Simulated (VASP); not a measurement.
# B (Im-3m) in VASP: further runs

The runs below take B through relaxation of cell and atoms, with PBE.

Everything below comes from runs of VASP 6.6.1. Logs are shortened: lines on timing, memory, paths and dates and some standing lists are left out, and cuts for length are marked.

### Step 1. The cell of the first run

The structure is cubic, space group Im-3m (No. 229). The conventional cell has a = 1.927 Å, b = 1.927 Å, c = 1.927 Å, α = 90.00°, β = 90.00°, γ = 90.00°. B (site symmetry m-3m) has 14 B at 1.67 to 1.93 Å within 2.2 Å.

This isn't the form of B at room conditions, which is rhombohedral.

### Step 2. Relaxation of cell and atoms, PBE, target pressure 330 GPa, at which the enthalpy is minimised

INCAR reads:

```
  PREC = Accurate
  ENCUT = 600
  EDIFF = 1E-7
  ISMEAR = -1
  SIGMA = 0.1
  LREAL = F
  LASPH = T
  NELM = 60
  ALGO = Normal
  ISIF = 3
  LWAVE = F
  LCHARG = F
  GGA = PE
  IBRION = 2
  NSW = 60
  EDIFFG = -0.005
  PSTRESS = 3300.0
```

KPOINTS reads:

```
regular mesh
0
Gamma
  27 27 27
```

POSCAR reads:

```
B
1.0
   -0.9637237103      0.9637237103      0.9637237103
    0.9637237103     -0.9637237103      0.9637237103
    0.9637237103      0.9637237103     -0.9637237103
B
1
Direct
    0.0000000000      0.0000000000      0.0000000000
```

Potentials or basis: VASP PAW PBE potentials, release 64 (B).

Launch:

```console
$ cat potpaw_PBE.64/B/POTCAR > POTCAR
$ mpirun -np 1 vasp_std > vasp.out
```

OUTCAR:

```text
PREC = Accurate
   ENCUT = 600
   EDIFF = 1E-7
   ISMEAR = -1
   LREAL = F
   LASPH = T
   NELM = 60
   ISIF = 3
   GGA = PE
   IBRION = 2
   NSW = 60
   EDIFFG = -0.005
   PSTRESS = 3300.0

 ion  position               nearest neighbor table
   1  0.000  0.000  0.000-

  LATTYP: Found a body centered cubic cell.
 ALAT       =     1.9274474206

  Lattice vectors:

 A1 = (  -0.9637237103,   0.9637237103,   0.9637237103)
 A2 = (   0.9637237103,  -0.9637237103,   0.9637237103)
 A3 = (   0.9637237103,   0.9637237103,  -0.9637237103)

Analysis of symmetry for initial positions (statically):
=====================================================================
 Subroutine PRICEL returns:
 Original cell was already a primitive cell.

 Routine SETGRP: Setting up the symmetry group for a
 body centered cubic supercell.

 Subroutine GETGRP returns: Found 48 space group operations
 (whereof 48 operations were pure point group operations)
 out of a pool of 48 trial point group operations.

The static configuration has the point symmetry O_h .

Analysis of symmetry for dynamics (positions and initial velocities):
=====================================================================
 Subroutine PRICEL returns:
 Original cell was already a primitive cell.

 Routine SETGRP: Setting up the symmetry group for a
 body centered cubic supercell.

 Subroutine GETGRP returns: Found 48 space group operations
 (whereof 48 operations were pure point group operations)
 out of a pool of 48 trial point group operations.

The dynamic configuration has the point symmetry O_h .

 Subroutine INISYM returns: Found 48 space group operations
 (whereof 48 operations are pure point group operations),
 and found     1 'primitive' translations

----------------------------------------------------------------------------------------

                                     Primitive cell

  volume of cell :       3.5803

  direct lattice vectors                    reciprocal lattice vectors
    -0.963723710  0.963723710  0.963723710     0.000000000  0.518820897  0.518820897
     0.963723710 -0.963723710  0.963723710     0.518820897  0.000000000  0.518820897
     0.963723710  0.963723710 -0.963723710     0.518820897  0.518820897  0.000000000

  length of vectors
     1.669218431  1.669218431  1.669218431     0.733723549  0.733723549  0.733723549
[... 85 lines left out ...]
   ISIF   =      3    stress and relaxation
   ISYM   =      2    0-nonsym 1-usesym 2-fastsym
   POTIM  = 0.5000    time-step for ionic-motion
   TEBEG  =    0.0;   TEEND  =   0.0 temperature during run
   PSTRESS= 3300.0 pullay stress
   NELECT =       3.0000    total number of electrons
   NUPDOWN=      -1.0000    fix difference up-down
   EMIN   =  10.00;   EMAX   =-10.00  energy-range for DOS
   EFERMI =   0.00;   METHOD = LEGACY
   ISMEAR =    -1;   SIGMA  =   0.10  broadening in eV -4-tet -1-fermi 0-gaus
   EFERMI_NEDOS =   21; number of points for ismear=-14 and -15
   IALGO  =     38    algorithm
   IMIX   =      4    mixing-type and parameters
     AMIX     =   0.40;   BMIX     =  1.00
     AMIX_MAG =   1.60;   BMIX_MAG =  1.00
  volume/ion in A,a.u.               =       3.58        24.16
  Fermi-wavevector in a.u.,A,eV,Ry     =   1.543391  2.916587 32.409848  2.382057
  Thomas-Fermi vector in A             =   2.649061
   LORBIT       =      0    0 simple, 1 ext, 2 COOP (PROOUT), +10 PAW based schemes
   GGA     = PE    functional components
   LHFCALC =     F    Hartree Fock is set to
   AEXX    =    0.0000 exact exchange contribution
   IVDW    =     0    specifies the selected vdW correction
   LEPSILON=     F    determine dielectric tensor
   LRPA    =     F    only Hartree local field effects (RPA)
 conjugate gradient relaxation of ions
 non-spin polarized calculation
  energy-cutoff  :      600.00
  volume of cell :        3.58
 maximum number of plane-waves:       135
 NGX is ok and might be reduce to    14
   NGX =  7   NGY =  7   NGZ =  7

--------------------------------------- Ionic step        1  -------------------------------------------

 number of electron       3.0000000 magnetization

 Free energy of the ion-electron system (eV)
  ---------------------------------------------------
  ext. energy  EPLUGINS =         0.00000000
  ---------------------------------------------------
  free energy    TOTEN  =        -3.20158125 eV

  energy without entropy =       -3.19613562  energy(sigma->0) =       -3.19885844

------------------------ aborting loop because EDIFF is reached ----------------------------------------

  FORCE on cell =-STRESS in cart. coord.  units (eV):
  Direction    XX          YY          ZZ          XY          YZ          ZX
  --------------------------------------------------------------------------------------
  -------------------------------------------------------------------------------------
  Total        7.6040263      7.6040263      7.6040263      0.0000000     -0.0000000      0.0000000
  in kB     3402.8011236   3402.8011236   3402.8011236      0.0000000     -0.0000000      0.0000000
  external PRESSURE =     102.8011236 kB  Pullay stress =    3300.0000000 kB
[... 61 lines left out ...]
--------------------------------------- Ionic step        3  -------------------------------------------

 number of electron       3.0000000 magnetization

 Free energy of the ion-electron system (eV)
  ---------------------------------------------------
  ext. energy  EPLUGINS =         0.00000000
  ---------------------------------------------------
  free energy    TOTEN  =        -3.26588724 eV

  energy without entropy =       -3.26040732  energy(sigma->0) =       -3.26314728

 E-fermi :  17.5676     XC(G=0): -15.2302

 val. band max:       17.5543517813   @ k =  -0.3704   0.4074   0.0370
 cond. band min:      17.5679787367   @ k =   0.3333   0.0741   0.0370
 fundamental gap:      0.0136269554
 Fermi energy:        17.5676292665

 k-point     1 :       0.0000    0.0000    0.0000
  band No.  band energies     occupation
      1      -8.1594      2.00000
      2      42.4424      0.00000
      3      42.4424      0.00000
      4      42.4424      0.00000
      5      63.9364      0.00000
[... 177 lines left out ...]
 k-point    24 :       0.3704    0.0370    0.0000
  band No.  band energies     occupation
      1       0.2489      2.00000
      2      17.4928      1.35767
      3      31.8370      0.00000
      4      36.8025      0.00000
      5      48.4747      0.00000

 [... further k-points ...]

------------------------ aborting loop because EDIFF is reached ----------------------------------------

  FORCE on cell =-STRESS in cart. coord.  units (eV):
  Direction    XX          YY          ZZ          XY          YZ          ZX
  --------------------------------------------------------------------------------------
  -------------------------------------------------------------------------------------
  Total        7.4358749      7.4358749      7.4358749      0.0000000      0.0000000     -0.0000000
  in kB     3299.2171279   3299.2171279   3299.2171279      0.0000000      0.0000000     -0.0000000
  external PRESSURE =      -0.7828721 kB  Pullay stress =    3300.0000000 kB
[... 20 lines left out ...]
  energy  without entropy=       -3.2604073212  energy(sigma->0) =       -3.26314728

  enthalpy is  TOTEN    =         4.1717521154 eV   P V=        7.4376393571

 reached required accuracy - stopping structural energy minimisation
```

OSZICAR:

```text
N       E                     dE             d eps       ncg     rms          rms(c)
DAV:   1     0.196383318180E+01    0.19638E+01   -0.19833E+03  6200   0.560E+02
DAV:   2    -0.324049303797E+01   -0.52043E+01   -0.48543E+01  6955   0.838E+01
DAV:   3    -0.325227135965E+01   -0.11778E-01   -0.11757E-01  6875   0.400E+00
DAV:   4    -0.325227261661E+01   -0.12570E-05   -0.12562E-05  8215   0.255E-02
[... 13 lines left out ...]
       N       E                     dE             d eps       ncg     rms          rms(c)
DAV:   1    -0.326603670987E+01    0.17629E+00   -0.32534E-02  5820   0.258E+00    0.146E-01
DAV:   2    -0.326593909941E+01    0.97610E-04   -0.14249E-05  6235   0.600E-02    0.861E-02
DAV:   3    -0.326588725014E+01    0.51849E-04   -0.12029E-05  6950   0.433E-02    0.382E-03
DAV:   4    -0.326588724178E+01    0.83533E-08   -0.33720E-09  4980   0.834E-04
   3 F= 0.41717521E+01 E0= 0.41744921E+01  d E =-.969675E-03
```

CONTCAR:

```text
B
   1.00000000000000
    -0.9664749211338317    0.9664749211338317    0.9664749211338317
     0.9664749211338317   -0.9664749211338317    0.9664749211338317
     0.9664749211338317    0.9664749211338317   -0.9664749211338317
  B
     1
Direct
     0.0000000000000000    0.0000000000000000    0.0000000000000000

  0.00000000E+00  0.00000000E+00  0.00000000E+00
```

Wall time 35 s (1 thread of AMD EPYC 7R13, shared host); peak memory 0.09 GiB.

Results:

```yaml
Free_energy: -3.2659 eV
Relaxed_volume: 3.61 Å³/atom
Relaxed_cell: a = 1.674 Å, b = 1.674 Å, c = 1.674 Å, α = 109.47°, β = 109.47°, γ = 109.47°
Space_group_after_relaxing_to_0.1_Å: Im-3m (No. 229)
Energy_change_on_relaxing_the_run_minimises_the_enthalpy: -64.3 meV/atom
Ionic_steps: 3
Pressure_after_relaxing: 329.9 GPa
Band_gap_on_the_k_mesh: zero (an odd number of electrons rules out a gap without spin polarisation)
```

The path:
| step | energy change (eV) | largest force (eV/Å) | pressure (GPa) | volume (Å³) |
| --- | --- | --- | --- | --- |
| 1 | 0.0000 | 0.0000 | 340.28 | 3.58 |
| 2 | -0.2407 | 0.0000 | 301.47 | 3.70 |
| 3 | -0.0643 | 0.0000 | 329.92 | 3.61 |

Final structure:
```cif
data_structure
_symmetry_space_group_name_H-M 'P 1'
_symmetry_Int_Tables_number 1
_cell_length_a 1.6740
_cell_length_b 1.6740
_cell_length_c 1.6740
_cell_angle_alpha 109.471
_cell_angle_beta 109.471
_cell_angle_gamma 109.471
_cell_volume 3.61
loop_
_atom_site_label
_atom_site_type_symbol
_atom_site_fract_x
_atom_site_fract_y
_atom_site_fract_z
_atom_site_occupancy
B1 B 0.00000 0.00000 0.00000 1
```

Caveat: the cell is relaxed towards a set pressure, so the run minimises the enthalpy, not the energy.

### Step 3. Relaxation of cell and atoms, PBE, target pressure 330 GPa, at which the enthalpy is minimised

This run uses another cell than the first one, of 3.61 Å³/atom.

INCAR reads:

```
ALGO = Normal
EDIFF = 1E-7
EDIFFG = -0.005
ENCUT = 600
GGA = PE
IBRION = 2
ISIF = 3
ISMEAR = -1
LASPH = T
LCHARG = F
LREAL = F
LWAVE = F
NELM = 60
NSW = 32
PREC = Accurate
PSTRESS = 3300.0
SIGMA = 0.1
```

KPOINTS reads:

```
k-points
0
Gamma
  27 27 27
```

POSCAR reads:

```
B
1.0
   -0.9664153699      0.9664153699      0.9664153699
    0.9664153699     -0.9664153699      0.9664153699
    0.9664153699      0.9664153699     -0.9664153699
B
1
Direct
    0.0000000000      0.0000000000      0.0000000000
```

Potentials or basis: VASP PAW PBE potentials, release 64 (B).

Launch:

```console
$ cat potpaw_PBE.64/B/POTCAR > POTCAR
$ mpirun -np 1 vasp_std > vasp.out
```

OUTCAR:

```text
EDIFF = 1E-7
   EDIFFG = -0.005
   ENCUT = 600
   GGA = PE
   IBRION = 2
   ISIF = 3
   ISMEAR = -1
   LASPH = T
   LREAL = F
   NELM = 60
   NSW = 32
   PREC = Accurate
   PSTRESS = 3300.0

 ion  position               nearest neighbor table
   1  0.000  0.000  0.000-

  LATTYP: Found a body centered cubic cell.
 ALAT       =     1.9328307398

  Lattice vectors:

[... 375 lines left out ...]

 [... further k-points ...]

------------------------ aborting loop because EDIFF is reached ----------------------------------------

  FORCE on cell =-STRESS in cart. coord.  units (eV):
  Direction    XX          YY          ZZ          XY          YZ          ZX
  --------------------------------------------------------------------------------------
  -------------------------------------------------------------------------------------
  Total        7.4394451      7.4394451      7.4394451      0.0000000      0.0000000      0.0000000
  in kB     3301.4114337   3301.4114337   3301.4114337      0.0000000      0.0000000      0.0000000
  external PRESSURE =       1.4114337 kB  Pullay stress =    3300.0000000 kB

 VOLUME and BASIS-vectors are now :
 -----------------------------------------------------------------------------
  energy-cutoff  :      600.00
  volume of cell :        3.61
      direct lattice vectors                 reciprocal lattice vectors
    -0.966415370  0.966415370  0.966415370     0.000000000  0.517375877  0.517375877
     0.966415370 -0.966415370  0.966415370     0.517375877  0.000000000  0.517375877
     0.966415370  0.966415370 -0.966415370     0.517375877  0.517375877  0.000000000

 POSITION                                       TOTAL-FORCE (eV/Angst)
 -----------------------------------------------------------------------------------
      0.00000      0.00000      0.00000        -0.000000      0.000000     -0.000000
 -----------------------------------------------------------------------------------
    total drift:                               -0.000000      0.000000     -0.000000

  FREE ENERGIE OF THE ION-ELECTRON SYSTEM (eV)
  ---------------------------------------------------
  free  energy   TOTEN  =        -3.2646218222 eV

  energy  without entropy=       -3.2591429759  energy(sigma->0) =       -3.26188240

  enthalpy is  TOTEN    =         4.1716427657 eV   P V=        7.4362645880

 reached required accuracy - stopping structural energy minimisation
```

CONTCAR:

```text
B
   1.00000000000000
    -0.9664153699000000    0.9664153699000000    0.9664153699000000
     0.9664153699000000   -0.9664153699000000    0.9664153699000000
     0.9664153699000000    0.9664153699000000   -0.9664153699000000
  B
     1
Direct
     0.0000000000000000    0.0000000000000000    0.0000000000000000

  0.00000000E+00  0.00000000E+00  0.00000000E+00
```

Run time: 14 s. Hardware: 1 thread of AMD EPYC 7R13, shared host; peak memory 0.09 GiB.

What came out:

```
Free energy             : -3.2646 eV
Pressure after relaxing : 330.1 GPa
Band gap on the k mesh  : zero (an odd number of electrons rules out a gap without spin polarisation)
```

Final structure:
```cif
data_structure
_symmetry_space_group_name_H-M 'P 1'
_symmetry_Int_Tables_number 1
_cell_length_a 1.6739
_cell_length_b 1.6739
_cell_length_c 1.6739
_cell_angle_alpha 109.471
_cell_angle_beta 109.471
_cell_angle_gamma 109.471
_cell_volume 3.61
loop_
_atom_site_label
_atom_site_type_symbol
_atom_site_fract_x
_atom_site_fract_y
_atom_site_fract_z
_atom_site_occupancy
B1 B 0.00000 0.00000 0.00000 1
```

Levels at points of the mesh, in eV from the Fermi level:
```tsv
k point	band 1	band 2	band 3	band 4	band 5
(0.00, 0.00, 0.00)	-25.73	24.88	24.88	24.88	46.37
```

Caveat: the relaxation stopped at its first step, so nothing moved; the cell is relaxed towards a set pressure, so the run minimises the enthalpy, not the energy.
